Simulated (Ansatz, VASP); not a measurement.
Two plane-wave programs on Y3NbO2

The input INCAR:

```
PREC = Accurate
ENCUT = 600
EDIFF = 1E-6
ISMEAR = 0
SIGMA = 0.1
LREAL = False
LASPH = True
NELM = 60
ALGO = Normal
ISIF = 3
LWAVE = False
LCHARG = False
GGA = PE
IBRION = 2
NSW = 90
EDIFFG = -0.04
```

KPOINTS

```
Automatic mesh
0
Gamma
  6 6 2
```

File POSCAR:

```
Y3NbO2
1.0
    3.1818834900      0.0000000000      0.0000000000
    0.0000000000      3.1818834900      0.0000000000
    0.0000000000      0.0000000000      9.7525765900
Y Nb O
3 1 2
Direct
    0.5000000000      0.5000000000      0.1817286000
    0.5000000000      0.5000000000      0.5000000000
    0.5000000000      0.5000000000      0.8182714000
    0.0000000000      0.0000000000      0.0000000000
    0.0000000000      0.0000000000      0.3392778000
    0.0000000000      0.0000000000      0.6607222000
```

Input for Ansatz:

```yaml
crystal:
  lattice:
    - [3.18188349, 0.0, 0.0]
    - [0.0, 3.18188349, 0.0]
    - [0.0, 0.0, 9.75257659]
  atoms:
    - { symbol: "Y", position: [0.5, 0.5, 0.1817286] }
    - { symbol: "Y", position: [0.5, 0.5, 0.5] }
    - { symbol: "Y", position: [0.5, 0.5, 0.8182714] }
    - { symbol: Nb, position: [0.0, 0.0, 0.0] }
    - { symbol: O, position: [0.0, 0.0, 0.3392778] }
    - { symbol: O, position: [0.0, 0.0, 0.6607222] }
basis:
  ecutwfc: 420
kpoints:
  mp_grid: { grid: [6, 6, 2] }
hamiltonian:
  xc: pbe
scf:
  occupations: { method: gaussian, width: 0.1 }
  lower_state_search: "off"
output:
  forces: true
  stress: true
  eigenvalues: true
relax:
  adjacent_minimum: "off"
  f_tol: 0.04
  max_steps: 70
  cell: { stress_tol: 0.4 }
```

Change from the starting cell: species swapped into the Mg3HgAu2 type (P4/mmm, No. 123).

Alike in both runs: task relaxation of cell and atoms; functional PBE; k mesh 6 × 6 × 2; occupations gaussian, width 0.1 eV; no spin polarisation.

|  | VASP | Ansatz |
| --- | --- | --- |
| version | VASP 6.6.1 | Ansatz 0.2.0 |
| potentials or method | VASP PAW PBE potentials, release 64 (Y_sv, Nb_sv, O), cutoff 600 eV | scalar-relativistic, plane waves, PAW |
| valence electrons in the cell | 58 | 58 |

|  | VASP | Ansatz | Ansatz less VASP |
| --- | --- | --- | --- |
| gap on the k mesh at the Fermi level, each at its own relaxed structure (eV) | none | none | - |
| relaxed volume (Å³/atom) | 16.99 | 17.00 | +0.013 |
| relaxed cell length with the largest relative difference (Å) | 3.019 | 3.020 | +0.0009 |

A gap of «none» marks a metal or a gap that the smearing closes.
